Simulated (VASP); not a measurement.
# ScTiN2 (P4/mmm) in VASP: further runs

The runs below take ScTiN2 through single point, relaxation of cell and atoms, with PBE.

All numbers are computed with VASP 6.6.1; they aren't measurements. Logs are shortened: lines on timing, memory, paths and dates and some standing lists are left out, and cuts for length are marked.

## Step 1: The cell of the first run

It takes space group P4/mmm (No. 123, tetragonal). The conventional cell has a = 3.085 Å, b = 3.085 Å, c = 4.387 Å, α = 90.00°, β = 90.00°, γ = 90.00°. Within 2.9 Å of Sc (site symmetry 4/mmm) lie 6 N at 2.18 to 2.19 Å. Ti (site symmetry 4/mmm) has 6 N at 2.18 to 2.19 Å within 2.9 Å. N (site symmetry 4/mmm) has 4 Sc at 2.18 Å and 2 Ti at 2.19 Å within 2.9 Å. Within 2.9 Å of N (site symmetry 4/mmm) lie 4 Ti at 2.18 Å and 2 Sc at 2.19 Å.

The cell was built from a structure type or drawn by symmetry, and may not be a known phase.

## Step 2: Single point, PBE, collinear spin

Input file INCAR:

```
SYSTEM = ScTiN2
  PREC = Accurate
  ENCUT = 520
  EDIFF = 1E-6
  ISMEAR = 0
  SIGMA = 0.1
  LREAL = .False.
  LASPH = .True.
  NELM = 150
  ALGO = Normal
  ISIF = 2
  LWAVE = .False.
  LCHARG = .False.
  ISPIN = 2
  MAGMOM = 0 1 0 0
  LORBIT = 11
  LMAXMIX = 4
  GGA = PE
  NBANDS = 28
```

Input file KPOINTS:

```
regular mesh
0
Gamma
  6 6 4
  0 0 0
```

Input file POSCAR:

```
ScTiN2
1.0
    3.0846284431      0.0000000000      0.0000000000
    0.0000000000      3.0846284431      0.0000000000
    0.0000000000      0.0000000000      4.3865761631
Sc Ti N
1 1 2
Direct
    0.5000000000      0.5000000000      0.5000000000
    0.0000000000      0.0000000000      0.0000000000
    0.0000000000      0.0000000000      0.5000000000
    0.5000000000      0.5000000000      0.0000000000
```

Potentials or basis: VASP PAW PBE potentials, release 64 (Sc_sv, Ti_sv, N).

On the command line:

```console
> cat potpaw_PBE.64/Sc_sv/POTCAR potpaw_PBE.64/Ti_sv/POTCAR potpaw_PBE.64/N/POTCAR > POTCAR
> mpirun -np 1 vasp_std > vasp.out
```

OUTCAR:

```text
SYSTEM = ScTiN2
   PREC = Accurate
   ENCUT = 520
   EDIFF = 1E-6
   ISMEAR = 0
   LREAL = .False.
   LASPH = .True.
   NELM = 150
   ISIF = 2
   ISPIN = 2
   LORBIT = 11
   GGA = PE

 ion  position               nearest neighbor table
   1  0.500  0.500  0.500-   3 2.18   3 2.18   3 2.18   3 2.18   4 2.19   4 2.19   2 3.09   2 3.09
                             2 3.09   2 3.09   2 3.09   2 3.09   2 3.09   2 3.09
   2  0.000  0.000  0.000-   4 2.18   4 2.18   4 2.18   4 2.18   3 2.19   3 2.19   1 3.09   1 3.09
                             1 3.09   1 3.09   1 3.09   1 3.09   1 3.09   1 3.09
   3  0.000  0.000  0.500-   1 2.18   1 2.18   1 2.18   1 2.18   2 2.19   2 2.19
   4  0.500  0.500  0.000-   2 2.18   2 2.18   2 2.18   2 2.18   1 2.19   1 2.19

  LATTYP: Found a simple tetragonal cell.
 ALAT       =     3.0846284431
 C/A-ratio  =     1.4220760276

  Lattice vectors:

 A1 = (   3.0846284431,   0.0000000000,   0.0000000000)
 A2 = (   0.0000000000,   3.0846284431,   0.0000000000)
 A3 = (   0.0000000000,   0.0000000000,   4.3865761631)

Analysis of symmetry for initial positions (statically):
=====================================================================
 Subroutine PRICEL returns:
 Original cell was already a primitive cell.

 Routine SETGRP: Setting up the symmetry group for a
 simple tetragonal supercell.

 Subroutine GETGRP returns: Found 16 space group operations
 (whereof 16 operations were pure point group operations)
 out of a pool of 16 trial point group operations.

The static configuration has the point symmetry D_4h.

Analysis of symmetry for dynamics (positions and initial velocities):
=====================================================================
 Subroutine PRICEL returns:
 Original cell was already a primitive cell.

 Routine SETGRP: Setting up the symmetry group for a
 simple tetragonal supercell.

 Subroutine GETGRP returns: Found 16 space group operations
 (whereof 16 operations were pure point group operations)
 out of a pool of 16 trial point group operations.

The dynamic configuration has the point symmetry D_4h.

Analysis of structural, dynamic, and magnetic symmetry:
=====================================================================
 Subroutine PRICEL returns:
 Original cell was already a primitive cell.

 Routine SETGRP: Setting up the symmetry group for a
 simple tetragonal supercell.

 Subroutine GETGRP returns: Found 16 space group operations
 (whereof 16 operations were pure point group operations)
 out of a pool of 16 trial point group operations.

The overall configuration has the point symmetry D_4h.

 Subroutine INISYM returns: Found 16 space group operations
 (whereof 16 operations are pure point group operations),
 and found     1 'primitive' translations

----------------------------------------------------------------------------------------

                                     Primitive cell

  volume of cell :      41.7380

  direct lattice vectors                    reciprocal lattice vectors
     3.084628443  0.000000000  0.000000000     0.324188154  0.000000000  0.000000000
     0.000000000  3.084628443  0.000000000     0.000000000  0.324188154  0.000000000
     0.000000000  0.000000000  4.386576163     0.000000000  0.000000000  0.227968229

  length of vectors
     3.084628443  3.084628443  4.386576163     0.324188154  0.324188154  0.227968229

  position of ions in fractional coordinates (direct lattice)
     0.500000000  0.500000000  0.500000000
     0.000000000  0.000000000  0.000000000
     0.000000000  0.000000000  0.500000000
     0.500000000  0.500000000  0.000000000

  ion indices of the primitive-cell ions
   primitive index   ion index
                 1           1
                 2           2
                 3           3
                 4           4

----------------------------------------------------------------------------------------

 KPOINTS: regular mesh

Automatic generation of k-mesh.
 Grid dimensions read from file:
 generate k-points for:    6    6    4

 Generating k-lattice:

  Cartesian coordinates                     Fractional coordinates (reciprocal lattice)
     0.054031359  0.000000000  0.000000000     0.166666667  0.000000000  0.000000000
     0.000000000  0.054031359  0.000000000     0.000000000  0.166666667  0.000000000
     0.000000000  0.000000000  0.056992057     0.000000000  0.000000000  0.250000000

  Length of vectors
     0.054031359  0.054031359  0.056992057

  Shift w.r.t. Gamma in fractional coordinates (k-lattice)
     0.000000000  0.000000000  0.000000000

 Subroutine IBZKPT returns following result:
 ===========================================

 Found     30 irreducible k-points:

 Following reciprocal coordinates:
            Coordinates               Weight
  0.000000  0.000000  0.000000      1.000000
  0.166667  0.000000  0.000000      4.000000
  0.333333  0.000000  0.000000      4.000000
  0.500000  0.000000  0.000000      2.000000
  0.166667  0.166667  0.000000      4.000000
  0.333333  0.166667  0.000000      8.000000
[... 16 lines left out ...]
  0.333333  0.000000  0.500000      4.000000
  0.500000  0.000000  0.500000      2.000000
 [... further k-points ...]
   k-points           NKPTS =     30   k-points in BZ     NKDIM =     30   number of bands    NBANDS=     28
   number of dos      NEDOS =    301   number of ions     NIONS =      4
   total plane-waves  NPLWV =  20736
   dimension x,y,z NGX =    24 NGY =   24 NGZ =   36
   dimension x,y,z NGXF=    48 NGYF=   48 NGZF=   72
   ions per type =               1   1   2
   NGX,Y,Z   is equivalent  to a cutoff of  12.93, 12.93, 13.64 a.u.
   NGXF,Y,Z  is equivalent  to a cutoff of  25.87, 25.87, 27.29 a.u.
 SYSTEM =  ScTiN2
   PREC   = accura    normal or accurate (medium, high low for compatibility)
   ISTART =      0    job   : 0-new  1-cont  2-samecut
   ICHARG =      2    charge: 1-file 2-atom 10-const
   ISPIN  =      2    spin polarized calculation?
   LNONCOLLINEAR =      F non collinear calculations
   LSORBIT =      F    spin-orbit coupling
   LASPH  =      T    aspherical Exc in radial PAW
   ENCUT  =  520.0 eV  38.22 Ry    6.18 a.u.   5.74  5.74  8.16*2*pi/ulx,y,z
   NELM   =    150;   NELMIN=  2; NELMDL= -5     # of ELM steps
   EDIFF  = 0.1E-05   stopping-criterion for ELM
   LREAL  =      F    real-space projection
   EDIFFG = 0.1E-04   stopping-criterion for IOM
   NSW    =      0    number of steps for IOM
   IBRION =     -1    ionic relax: 0-MD 1-quasi-New 2-CG
   NFREE  =      0    steps in history (QN), initial steepest desc. (CG)
   ISIF   =      2    stress and relaxation
   ISYM   =      2    0-nonsym 1-usesym 2-fastsym
   POTIM  = 0.5000    time-step for ionic-motion
   TEBEG  =    0.0;   TEEND  =   0.0 temperature during run
   PSTRESS=    0.0 pullay stress
   NELECT =      33.0000    total number of electrons
   NUPDOWN=      -1.0000    fix difference up-down
   EMIN   =  10.00;   EMAX   =-10.00  energy-range for DOS
   EFERMI =   0.00;   METHOD = LEGACY
   ISMEAR =     0;   SIGMA  =   0.10  broadening in eV -4-tet -1-fermi 0-gaus
   EFERMI_NEDOS =   21; number of points for ismear=-14 and -15
   IALGO  =     38    algorithm
   IMIX   =      4    mixing-type and parameters
     AMIX     =   0.40;   BMIX     =  1.00
     AMIX_MAG =   1.60;   BMIX_MAG =  1.00
  volume/ion in A,a.u.               =      10.43        70.42
  Fermi-wavevector in a.u.,A,eV,Ry     =   1.513802  2.860671 31.179054  2.291596
  Thomas-Fermi vector in A             =   2.623544
   LORBIT       =     11    0 simple, 1 ext, 2 COOP (PROOUT), +10 PAW based schemes
   GGA     = PE    functional components
   LHFCALC =     F    Hartree Fock is set to
   AEXX    =    0.0000 exact exchange contribution
   IVDW    =     0    specifies the selected vdW correction
   LEPSILON=     F    determine dielectric tensor
   LRPA    =     F    only Hartree local field effects (RPA)
 spin polarized calculation
 Gauss-broadening in eV      SIGMA  =   0.10
  energy-cutoff  :      520.00
  volume of cell :       41.74
 maximum number of plane-waves:      1144
 NGX is ok and might be reduce to    24
   NGX = 11   NGY = 11   NGZ = 17

 number of electron      32.9999999 magnetization      -0.0001853

 number of electron      32.9999999 magnetization       0.0000553

 Free energy of the ion-electron system (eV)
  ---------------------------------------------------
  ext. energy  EPLUGINS =         0.00000000
  ---------------------------------------------------
  free energy    TOTEN  =       -37.91600704 eV

  energy without entropy =      -37.91108832  energy(sigma->0) =      -37.91354768

 E-fermi :   8.7634     XC(G=0): -12.4611

 val. band max:        8.7278481812   @ k =   0.5000   0.3333   0.2500
 cond. band min:       8.8924295903   @ k =   0.1667   0.1667   0.0000
 fundamental gap:      0.1645814091
 Fermi energy:         8.7634345587

 spin component 1

 k-point     1 :       0.0000    0.0000    0.0000
  band No.  band energies     occupation
      1     -49.1728      1.00000
      2     -40.0510      1.00000
      3     -25.4056      1.00000
      4     -25.3310      1.00000
      5     -25.3310      1.00000
      6     -18.8215      1.00000
[... 733 lines left out ...]
     27      16.4350      0.00000
     28      16.6054      0.00000

 [... further k-points ...]

 spin component 2

 k-point     1 :       0.0000    0.0000    0.0000
  band No.  band energies     occupation
      1     -49.1730      1.00000
      2     -40.0510      1.00000
      3     -25.4055      1.00000
      4     -25.3311      1.00000
      5     -25.3311      1.00000
      6     -18.8215      1.00000
[... 733 lines left out ...]
     27      16.4350      0.00000
     28      16.6055      0.00000

 [... further k-points ...]

------------------------ aborting loop because EDIFF is reached ----------------------------------------

  FORCE on cell =-STRESS in cart. coord.  units (eV):
  Direction    XX          YY          ZZ          XY          YZ          ZX
  --------------------------------------------------------------------------------------
  -------------------------------------------------------------------------------------
  Total        0.1982607      0.1982607      0.1924230      0.0000000      0.0000000      0.0000000
  in kB        7.6105462      7.6105462      7.3864573      0.0000000      0.0000000      0.0000000
  external PRESSURE =       7.5358499 kB  Pullay stress =       0.0000000 kB

 VOLUME and BASIS-vectors are now :
 -----------------------------------------------------------------------------
  energy-cutoff  :      520.00
  volume of cell :       41.74
      direct lattice vectors                 reciprocal lattice vectors
     3.084628443  0.000000000  0.000000000     0.324188154  0.000000000  0.000000000
     0.000000000  3.084628443  0.000000000     0.000000000  0.324188154  0.000000000
     0.000000000  0.000000000  4.386576163     0.000000000  0.000000000  0.227968229

 POSITION                                       TOTAL-FORCE (eV/Angst)
 -----------------------------------------------------------------------------------
      1.54231      1.54231      2.19329         0.000000      0.000000      0.000000
      0.00000      0.00000      0.00000         0.000000      0.000000      0.000000
      0.00000      0.00000      2.19329         0.000000      0.000000      0.000000
      1.54231      1.54231      0.00000         0.000000      0.000000      0.000000
 -----------------------------------------------------------------------------------
    total drift:                                0.000000     -0.000000     -0.000000

  FREE ENERGIE OF THE ION-ELECTRON SYSTEM (eV)
  ---------------------------------------------------
  free  energy   TOTEN  =       -37.9160070364 eV

  energy  without entropy=      -37.9110883187  energy(sigma->0) =      -37.91354768

 total charge

# of ion       s       p       d       tot
------------------------------------------
    1        2.220   6.299   1.278   9.797
    2        2.172   6.192   1.857  10.221
    3        1.248   2.491   0.000   3.739
    4        1.246   2.465   0.000   3.711
--------------------------------------------------
tot          6.887  17.447   3.135  27.468

 magnetization (x)

# of ion       s       p       d       tot
------------------------------------------
    1       -0.000  -0.000  -0.000  -0.000
    2       -0.000  -0.000  -0.000  -0.000
    3        0.000   0.000   0.000   0.000
    4       -0.000  -0.000   0.000  -0.000
--------------------------------------------------
tot         -0.000  -0.000  -0.000  -0.000
```

It took 100 s on 1 thread of Intel Xeon 8259CL, shared host; peak memory 0.2 GiB.

What came out:

| Quantity | Value |
| --- | --- |
| Free energy | -37.9160 eV |
| Pressure | 0.8 GPa |
| Net moment | 0.00 μB per cell |
| Valence electrons inside the program's atomic spheres | Sc 9.80; Ti 10.22; N 3.74, 3.71 |

Levels at points of the mesh, in eV from the Fermi level:
Spin up:
```
           k point  band 13  band 14  band 15  band 16  band 17  band 18  band 19  band 20
(0.00, 0.00, 0.00)    -2.54    -2.18    -1.45    -1.34    -1.34     0.15     0.15     0.73
(0.50, 0.00, 0.00)    -4.61    -4.10    -4.09    -3.88     0.88     1.57     1.67     2.62
(0.50, 0.50, 0.00)    -2.57    -2.40    -2.38    -2.38    -2.07    -2.07     1.76     2.09
(0.00, 0.00, 0.50)    -2.66    -2.66    -2.27    -2.27    -1.69    -0.06     0.97     1.77
(0.50, 0.00, 0.50)    -4.80    -4.68    -4.26    -4.17     1.62     1.68     2.02     3.91
(0.50, 0.50, 0.50)    -4.53    -4.25    -4.08    -4.08     1.01     1.01     2.09     2.67
```
Spin down:
```
           k point  band 13  band 14  band 15  band 16  band 17  band 18  band 19  band 20
(0.00, 0.00, 0.00)    -2.54    -2.18    -1.45    -1.34    -1.34     0.15     0.15     0.73
(0.50, 0.00, 0.00)    -4.61    -4.10    -4.09    -3.88     0.88     1.56     1.67     2.62
(0.50, 0.50, 0.00)    -2.57    -2.40    -2.38    -2.38    -2.07    -2.07     1.76     2.09
(0.00, 0.00, 0.50)    -2.66    -2.66    -2.27    -2.27    -1.69    -0.06     0.97     1.77
(0.50, 0.00, 0.50)    -4.80    -4.68    -4.26    -4.17     1.62     1.68     2.02     3.91
(0.50, 0.50, 0.50)    -4.53    -4.25    -4.08    -4.08     1.01     1.01     2.09     2.67
```

## Step 3: Single point, PBE, collinear spin

This run uses another cell than the first one, of 14.14 Å³/atom.

Input file INCAR:

```
SYSTEM = ScTiN2
ALGO     = Normal         ! electronic algorithm
EDIFF    = 1E-6           ! SCF threshold, eV
ENCUT    = 520            ! plane-wave cutoff, eV
GGA      = PE             ! functional
ISIF     = 2              ! what is computed and relaxed
ISMEAR   = 0              ! smearing method
ISPIN    = 2              ! spin polarisation
LASPH    = .TRUE.         ! aspherical terms in the spheres
LCHARG   = .FALSE.        ! write CHGCAR
LMAXMIX  = 4              ! l up to which the mixer works
LORBIT   = 11             ! projections on sites
LREAL    = .FALSE.        ! projectors in reciprocal space
LWAVE    = .FALSE.        ! write WAVECAR
MAGMOM   = 0 1 0 0        ! initial moments
NBANDS   = 28             ! bands
NELM     = 150            ! most SCF steps
PREC     = Accurate       ! precision mode
SIGMA    = 0.1            ! smearing width, eV
```

Input file KPOINTS:

```
k-points
0
G
  6 6 4
  0 0 0
```

Input file POSCAR:

```
ScTiN2
1.0
    3.4609044800      0.0000000000      0.0000000000
    0.0000000000      3.4609044800      0.0000000000
    0.0000000000      0.0000000000      4.7232243000
Sc Ti N
1 1 2
Direct
    0.5000000000      0.5000000000      0.5000000000
    0.0000000000      0.0000000000      0.0000000000
    0.0000000000      0.0000000000      0.5000000000
    0.5000000000      0.5000000000      0.0000000000
```

Potentials or basis: VASP PAW PBE potentials, release 64 (Sc_sv, Ti_sv, N).

On the command line:

```console
> cat potpaw_PBE.64/Sc_sv/POTCAR potpaw_PBE.64/Ti_sv/POTCAR potpaw_PBE.64/N/POTCAR > POTCAR
> mpirun -np 1 vasp_std > vasp.out
```

Wall time 4.3 min (1 thread of Intel Xeon 8259CL, shared host); peak memory 0.24 GiB.

Results (log left out):

```yaml
Free_energy: -35.7173 eV
Pressure: -36.6 GPa
Net_moment: 0.28 μB per cell
Site_moments: Sc +0.01; Ti +0.21; N +0.00, -0.00 μB
Valence_electrons_inside_the_program's_atomic_spheres: Sc 9.24; Ti 9.90; N 3.56, 3.54
```

Levels at points of the mesh, in eV from the Fermi level:
Spin up:
| k point | band 15 | band 16 | band 17 | band 18 | band 19 | band 20 |
| --- | --- | --- | --- | --- | --- | --- |
| (0.00, 0.00, 0.00) | -1.18 | -1.18 | -1.17 | -0.10 | -0.10 | 0.40 |
| (0.50, 0.00, 0.00) | -3.15 | -2.94 | 0.30 | 0.74 | 0.82 | 1.50 |
| (0.50, 0.50, 0.00) | -2.02 | -2.01 | -1.37 | -1.37 | 1.00 | 1.00 |
| (0.00, 0.00, 0.50) | -2.10 | -2.10 | -1.15 | 0.17 | 0.46 | 1.03 |
| (0.50, 0.00, 0.50) | -3.20 | -3.17 | 0.78 | 0.87 | 1.06 | 2.52 |
| (0.50, 0.50, 0.50) | -3.60 | -3.40 | 0.63 | 0.63 | 1.01 | 1.16 |
Spin down:
| k point | band 14 | band 15 | band 16 | band 17 | band 18 | band 19 |
| --- | --- | --- | --- | --- | --- | --- |
| (0.00, 0.00, 0.00) | -1.31 | -1.18 | -1.17 | -1.17 | 0.13 | 0.13 |
| (0.50, 0.00, 0.00) | -3.13 | -3.09 | -2.93 | 0.58 | 0.95 | 1.02 |
| (0.50, 0.50, 0.00) | -2.02 | -2.01 | -2.01 | -1.19 | -1.19 | 1.11 |
| (0.00, 0.00, 0.50) | -2.14 | -2.05 | -2.05 | -0.93 | 0.19 | 0.58 |
| (0.50, 0.00, 0.50) | -3.45 | -3.17 | -3.16 | 1.02 | 1.14 | 1.31 |
| (0.50, 0.50, 0.50) | -3.55 | -3.55 | -3.41 | 0.85 | 0.85 | 1.27 |

Caveat: the cell stands under tension.

## Step 4: Single point, PBE

Input file INCAR:

```
SYSTEM = ScTiN2
PREC = Accurate
ENCUT = 520
EDIFF = 1E-7
ISMEAR = 0
SIGMA = 0.1
LREAL = .False.
LASPH = .True.
NELM = 100
ALGO = Normal
ISIF = 2
LWAVE = .False.
LCHARG = .False.
GGA = PE
NBANDS = 24
```

Input file KPOINTS:

```
Automatic mesh
0
Gamma
  16 16 10
  0 0 0
```

Input file POSCAR:

```
ScTiN2
1.0
    3.0952150391      0.0000000000      0.0000000000
    0.0000000000      3.0952150391      0.0000000000
    0.0000000000      0.0000000000      4.3564074513
Sc Ti N
1 1 2
Direct
    0.5000000000      0.5000000000      0.5000000000
    0.0000000000      0.0000000000      0.0000000000
    0.0000000000      0.0000000000      0.5000000000
    0.5000000000      0.5000000000      0.0000000000
```

On the command line:

```console
> cat potpaw_PBE.64/Sc_sv/POTCAR potpaw_PBE.64/Ti_sv/POTCAR potpaw_PBE.64/N/POTCAR > POTCAR
> mpirun -np 1 vasp_std > vasp.out
```

Run time: 6.3 min. Hardware: 1 thread of Intel Xeon 8259CL, shared host; peak memory 0.37 GiB.

It converged, with:

```yaml
Free_energy: -37.9320 eV
Pressure: 0.8 GPa
Band_gap_on_the_k_mesh: zero (an odd number of electrons rules out a gap without spin polarisation)
```

Levels at points of the mesh, in eV from the Fermi level:
```tsv
k point	band 14	band 15	band 16	band 17	band 18	band 19
(0.00, 0.00, 0.00)	-2.22	-1.48	-1.45	-1.45	0.08	0.08
(0.50, 0.00, 0.00)	-4.15	-4.07	-3.98	0.83	1.54	1.60
(0.50, 0.50, 0.00)	-2.45	-2.45	-2.39	-2.12	-2.12	1.73
(0.00, 0.00, 0.50)	-2.71	-2.43	-2.43	-1.69	-0.15	0.95
(0.50, 0.00, 0.50)	-4.75	-4.32	-4.29	1.61	1.64	1.99
(0.50, 0.50, 0.50)	-4.31	-4.22	-4.22	1.02	1.02	2.06
```

(Part 1 of 3 ends here.)
